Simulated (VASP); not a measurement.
Wanted: the native input for a VASP 6.6.1 run.

* Task: single point
* Functional: r2SCAN
* Potentials or basis: VASP PAW PBE potentials, release 64 (Co_sv)
* Cutoff: 660 eV
* k mesh: 1 × 1 × 1
* Occupations: fermi-dirac, width 0.1 eV
* Spin: collinear spin, ferromagnetic start
* Starting moments: [3.0] μB
* Dipole correction: no
* Second run: valence_matched
* Further INCAR settings: ALGO = Normal; EDIFF = 1e-06; NBANDS = 18

Crystal: Co.

```
Co
1.0
     0.00000    1.77205    1.77205
     1.77205    0.00000    1.77205
     1.77205    1.77205    0.00000
Co
1
Direct
  0.00000 0.00000 0.00000
```

These files were run (other wordings do the same):

POSCAR

```
Co
1.0
    0.0000000000      1.7720500000      1.7720500000
    1.7720500000      0.0000000000      1.7720500000
    1.7720500000      1.7720500000      0.0000000000
Co
1
Direct
    0.0000000000      0.0000000000      0.0000000000
```

INCAR.step1

```
  ALGO = Normal
  EDIFF = 1E-5
  ENCUT = 660
  GGA = PE
  GGA_COMPAT = False
  ISMEAR = -1
  ISPIN = 2
  LASPH = True
  LCHARG = False
  LMAXMIX = 4
  LREAL = False
  LWAVE = True
  MAGMOM = 3
  NBANDS = 18
  NELM = 200
  PREC = Accurate
  SIGMA = 0.1
```

INCAR.step2

```
  ALGO = Normal
  EDIFF = 1E-6
  ENCUT = 660
  GGA_COMPAT = False
  ISIF = 2
  ISMEAR = -1
  ISPIN = 2
  ISTART = 1
  LASPH = True
  LCHARG = False
  LMAXMIX = 4
  LMIXTAU = True
  LORBIT = 11
  LREAL = False
  LWAVE = False
  MAGMOM = 3
  METAGGA = R2SCAN
  NBANDS = 18
  NELM = 200
  PREC = Accurate
  SIGMA = 0.1
```

KPOINTS

```
k-points
0
Gamma
  1 1 1
```

Potentials or basis: VASP PAW PBE potentials, release 64 (Co_sv).

Launch:

```bash
$ cat potpaw_PBE.64/Co_sv/POTCAR > POTCAR
$ cp INCAR.step1 INCAR
$ mpirun -np 1 vasp_gam > vasp.out
$ cp INCAR.step2 INCAR
$ mpirun -np 1 vasp_gam > vasp.out
```

It gave:

```json
{
  "Pressure": "-14.9 GPa",
  "Band gap on the k mesh": "zero (filled and empty bands touch)",
  "Net moment": "3.00 μB per cell",
  "Site moments": "Co +2.85 μB",
  "Valence electrons inside the program's atomic spheres": "Co 15.10"
}
```

Caveat: the k points lie up to 3.07 Å⁻¹ apart; the PAW data sets were made with another functional, which shifts forces and pressure a little.

Wall time 16 s on 1 thread of AMD EPYC 7R13 Processor (Zen 3), on a shared host, peak memory 0.12 GiB.
